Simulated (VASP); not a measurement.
# C in VASP: settings compared, part 2 of 2

VASP 6.6.1.

### Step 5. Single point, PBEsol+D3(BJ)

The COD entry that gives the cell may itself be a prediction, so a difference from it is no test against experiment.

This run uses another cell than the first one, of 5.57 Å³/atom, 0.944 times its volume.

The input, INCAR:

```
PREC = Accurate
ENCUT = 600
EDIFF = 1E-6
ISMEAR = -1
SIGMA = 0.05
LREAL = False
LASPH = True
NELM = 120
ALGO = Normal
ISIF = 2
LWAVE = False
LCHARG = True
GGA = PS
IVDW = 12
LELF = True
LVHAR = True
NBANDS = 26
GGA_COMPAT = False
```

The input, KPOINTS:

```
Automatic mesh
0
Gamma
  12 12 4
```

The input, POSCAR:

```
C
1.0
    2.4983328663      0.0000000000      0.0000000000
   -1.2491664332      2.1636197293      0.0000000000
    0.0000000000      0.0000000000      8.2416102543
C
8
Direct
    0.6666666667      0.3333333333      0.8444427894
    0.3333333333      0.6666666667      0.3444427894
    0.6666666667      0.3333333333      0.6555572106
    0.3333333333      0.6666666667      0.1555572106
    0.0000000000      0.0000000000      0.9070530324
    0.0000000000      0.0000000000      0.4070530324
    0.0000000000      0.0000000000      0.5929469676
    0.0000000000      0.0000000000      0.0929469676
```

Potentials or basis: VASP PAW PBE potentials, release 64 (C).

On the command line:

```
$ cat potpaw_PBE.64/C/POTCAR > POTCAR
$ mpirun -np 1 vasp_std > vasp.out
```

OUTCAR:

```text
PREC = Accurate
   ENCUT = 600
   EDIFF = 1E-6
   ISMEAR = -1
   LREAL = False
   LASPH = True
   NELM = 120
   ISIF = 2
   GGA = PS
   IVDW = 12
 IVDW          = 12

 ion  position               nearest neighbor table
   1  0.667  0.333  0.844-   5 1.53   5 1.53   5 1.53   3 1.56
   2  0.333  0.667  0.344-   6 1.53   6 1.53   6 1.53   4 1.56
   3  0.667  0.333  0.656-   7 1.53   7 1.53   7 1.53   1 1.56
   4  0.333  0.667  0.156-   8 1.53   8 1.53   8 1.53   2 1.56
   5  0.000  0.000  0.907-   1 1.53   1 1.53   1 1.53   8 1.53
   6  0.000  0.000  0.407-   2 1.53   2 1.53   2 1.53   7 1.53
   7  0.000  0.000  0.593-   3 1.53   3 1.53   3 1.53   6 1.53
   8  0.000  0.000  0.093-   4 1.53   4 1.53   4 1.53   5 1.53

  LATTYP: Found a hexagonal cell.
 ALAT       =     2.4983328663
 C/A-ratio  =     3.2988439473

  Lattice vectors:

 A1 = (   2.4983328663,   0.0000000000,   0.0000000000)
 A2 = (  -1.2491664332,   2.1636197293,   0.0000000000)
 A3 = (   0.0000000000,   0.0000000000,   8.2416102543)

Analysis of symmetry for initial positions (statically):
=====================================================================
 Subroutine PRICEL returns:
 Original cell was already a primitive cell.
[... 195 lines left out ...]
      3     -10.0356      2.00000
      4      -5.9802      2.00000
      5      -3.7136      2.00000
      6       3.1304      2.00000
[... 685 lines left out ...]
     25      20.6929      0.00000
     26      22.4317      0.00000

 [... further k-points ...]

------------------------ aborting loop because EDIFF is reached ----------------------------------------

 Edisp (eV)   -1.05622

 E8    (eV) :    -0.5115

  FORCE on cell =-STRESS in cart. coord.  units (eV):
  Direction    XX          YY          ZZ          XY          YZ          ZX
  --------------------------------------------------------------------------------------
  -------------------------------------------------------------------------------------
  Total       0.13324     0.13324     0.11853    -0.00000    -0.00000    -0.00000
  in kB       4.79198     4.79198     4.26277    -0.00000    -0.00000    -0.00000
  external pressure =        4.62 kB  Pullay stress =        0.00 kB

 VOLUME and BASIS-vectors are now :
 -----------------------------------------------------------------------------
  energy-cutoff  :      600.00
  volume of cell :       44.55
      direct lattice vectors                 reciprocal lattice vectors
     2.498332866  0.000000000  0.000000000     0.400266919  0.231094214  0.000000000
    -1.249166433  2.163619729  0.000000000     0.000000000  0.462188427  0.000000000
     0.000000000  0.000000000  8.241610254     0.000000000  0.000000000  0.121335512

 POSITION                                       TOTAL-FORCE (eV/Angst)
 -----------------------------------------------------------------------------------
      1.24917      0.72121      6.95957        -0.000000      0.000000     -0.005821
     -0.00000      1.44241      2.83876         0.000000     -0.000000     -0.005821
      1.24917      0.72121      5.40285        -0.000000      0.000000      0.005821
     -0.00000      1.44241      1.28204         0.000000     -0.000000      0.005821
      0.00000      0.00000      7.47558         0.000000     -0.000000     -0.001101
      0.00000      0.00000      3.35477        -0.000000      0.000000     -0.001101
      0.00000      0.00000      4.88684         0.000000     -0.000000      0.001101
      0.00000      0.00000      0.76603        -0.000000      0.000000      0.001101
 -----------------------------------------------------------------------------------
    total drift:                                0.000000      0.000000      0.000000

  FREE ENERGIE OF THE ION-ELECTRON SYSTEM (eV)
  ---------------------------------------------------
  free  energy   TOTEN  =       -77.9982330348 eV

  energy  without entropy=      -77.9982330348  energy(sigma->0) =      -77.99823303
```

OSZICAR:

```text
N       E                     dE             d eps       ncg     rms          rms(c)
DAV:   1     0.709205265528E+02    0.70921E+02   -0.18200E+04  2964   0.135E+03
DAV:   2    -0.741136207084E+02   -0.14503E+03   -0.13533E+03  3932   0.244E+02
DAV:   3    -0.796862874363E+02   -0.55727E+01   -0.55264E+01  3998   0.413E+01
DAV:   4    -0.797374210648E+02   -0.51134E-01   -0.51064E-01  3786   0.434E+00
DAV:   5    -0.797383838949E+02   -0.96283E-03   -0.96141E-03  3942   0.525E-01    0.114E+01
DAV:   6    -0.776617410252E+02    0.20766E+01   -0.13174E+00  3430   0.610E+00    0.669E+00
DAV:   7    -0.769425802249E+02    0.71916E+00   -0.15986E+00  3564   0.690E+00    0.131E+00
DAV:   8    -0.769419026240E+02    0.67760E-03   -0.38968E-02  3808   0.109E+00    0.749E-02
DAV:   9    -0.769419768296E+02   -0.74206E-04   -0.43540E-04  3944   0.143E-01    0.299E-02
DAV:  10    -0.769420056581E+02   -0.28828E-04   -0.36776E-05  3696   0.380E-02    0.113E-02
DAV:  11    -0.769420107403E+02   -0.50822E-05   -0.35334E-06  3634   0.134E-02    0.212E-03
DAV:  12    -0.769420108903E+02   -0.15001E-06   -0.27997E-07  2640   0.353E-03
   1 F= -.77998233E+02 E0= -.77998233E+02  d E =-.670785E-10
```

stdout:

```text
POSCAR found type information on POSCAR C
 POSCAR found :  1 types and       8 ions
 scaLAPACK will be used
 -----------------------------------------------------------------------------
|                                                                             |
|                                                                             |
|     You enforced a specific xc type in the INCAR file but a different       |
|     I HOPE YOU KNOW WHAT YOU ARE DOING!                                     |
|                                                                             |
 -----------------------------------------------------------------------------

 LDA part: xc-table for (Slater+PW92), standard interpolation
 POSCAR, INCAR and KPOINTS ok, starting setup
 FFT: planning ... GRIDC
 FFT: planning ... GRID_SOFT
 FFT: planning ... GRID
 WAVECAR not read
 entering main loop
```

It took 63 s on 1 thread of Intel Xeon Platinum 8488C (Sapphire Rapids), shared host; peak memory 0.22 GiB.

Results:

* Free energy: -77.9982 eV
* Pressure: 0.5 GPa
* Largest force: 0.006 eV/Å
* Band gap on the k mesh: 4.45 eV, indirect (least direct gap 5.29 eV)
* Dispersion energy per atom: -0.132 eV

Forces in eV/Å, atoms in the order of the input:
```
C    0.000  0.000 -0.006
C    0.000  0.000 -0.006
C    0.000  0.000  0.006
C    0.000  0.000  0.006
C    0.000  0.000 -0.001
C    0.000  0.000 -0.001
C    0.000  0.000  0.001
C    0.000  0.000  0.001
```

Caveat: the PAW data sets were made with another functional, which shifts forces and pressure a little.

### Step 6. The runs side by side

| level | cell | cutoff (eV) | gap on the mesh (eV) | pressure (GPa) | largest force (eV/Å) |
| --- | --- | --- | --- | --- | --- |
| PBE | a = 2.555, b = 2.555, c = 8.345 Å, angles 90.0, 90.0, 120.0°, 8 atoms | 520 | 4.32 | -13.3 | 0.30 |
| PBE | a = 2.572, b = 2.572, c = 8.399 Å, angles 90.0, 90.0, 120.0°, 8 atoms | 520 | 4.27 | -20.4 | 0.29 |
| PBE | a = 2.522, b = 2.522, c = 8.237 Å, angles 90.0, 90.0, 120.0°, 8 atoms | 520 | 3.69 | 5.2 | 4.04 |
| PBEsol+D3(BJ) | a = 2.498, b = 2.498, c = 8.242 Å, angles 90.0, 90.0, 120.0°, 8 atoms | 600 | 4.45 | 0.5 | 0.01 |

Alike in all rows: task single point; potentials or basis VASP PAW PBE potentials, release 64 (C); no spin polarisation; k mesh 12 × 12 × 4; smearing fermi-dirac 0.05 eV.

Caveats: forces of over 1 eV/Å act on the atoms, so gaps and moduli don't describe the material at rest (some runs); the PAW data sets were made with another functional, which shifts forces and pressure a little (some runs).

Absolute energies hang on the potentials; compare differences alone.
